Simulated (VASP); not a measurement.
Write the native input for VASP 6.6.1 that does the following.

```
Task                   : single point
Functional             : r2SCAN
Potentials or basis    : VASP PAW PBE potentials, release 64 (In_d, B)
Cutoff                 : 520 eV
k mesh                 : 4 × 4 × 4
Occupations            : gaussian, width 0.1 eV
Spin                   : no spin polarisation
Dipole correction      : no
Further INCAR settings : ALGO = Normal; EDIFF = 1e-06; NBANDS = 29
```

The system is In3B.

```
In B
1.0
     4.43088    0.00000    0.00000
     0.00000    4.43088    0.00000
     0.00000    0.00000    4.43088
In B
3 1
Direct
  0.00000 0.50000 0.50000
  0.50000 0.00000 0.50000
  0.50000 0.50000 0.00000
  0.00000 0.00000 0.00000
```

The input as run:

POSCAR

```
In3B
1.0
    4.4308818304      0.0000000000      0.0000000000
    0.0000000000      4.4308818304      0.0000000000
    0.0000000000      0.0000000000      4.4308818304
In B
3 1
Direct
    0.0000000000      0.5000000000      0.5000000000
    0.5000000000      0.0000000000      0.5000000000
    0.5000000000      0.5000000000      0.0000000000
    0.0000000000      0.0000000000      0.0000000000
```

INCAR.step1

```
  PREC = Accurate
  ENCUT = 520
  ISMEAR = 0
  SIGMA = 0.1
  LREAL = False
  LASPH = True
  NELM = 100
  NBANDS = 29
  GGA = PE
  ALGO = Normal
  EDIFF = 1E-4
  LWAVE = True
  LCHARG = False
```

INCAR.step2

```
  PREC = Accurate
  ENCUT = 520
  EDIFF = 1E-6
  ISMEAR = 0
  SIGMA = 0.1
  LREAL = False
  LASPH = True
  NELM = 100
  ALGO = Normal
  ISIF = 2
  LWAVE = False
  LCHARG = True
  METAGGA = R2SCAN
  LMIXTAU = True
  LELF = True
  LVHAR = True
  NBANDS = 29
  ISTART = 1
```

KPOINTS

```
regular mesh
0
Gamma
  4 4 4
```

Potentials or basis: VASP PAW PBE potentials, release 64 (In_d, B).

Command:

```bash
$ cat potpaw_PBE.64/In_d/POTCAR potpaw_PBE.64/B/POTCAR > POTCAR
$ cp INCAR.step1 INCAR
$ mpirun -np 1 vasp_std > vasp.out
$ cp INCAR.step2 INCAR
$ mpirun -np 1 vasp_std > vasp.out
```

It gave:

The pressure is -0.1 GPa and the band gap on the k mesh is zero (bands 21 and 22 overlap by 4.52 eV).

Caveat: the PAW data sets were made with another functional, which shifts forces and pressure a little; spin-orbit coupling is left out, which moves the levels of the heavy elements.

Run time: 57 s on 1 thread of Intel(R) Xeon(R) Platinum 8488C (Sapphire Rapids) (shared host), peak memory 0.21 GiB.
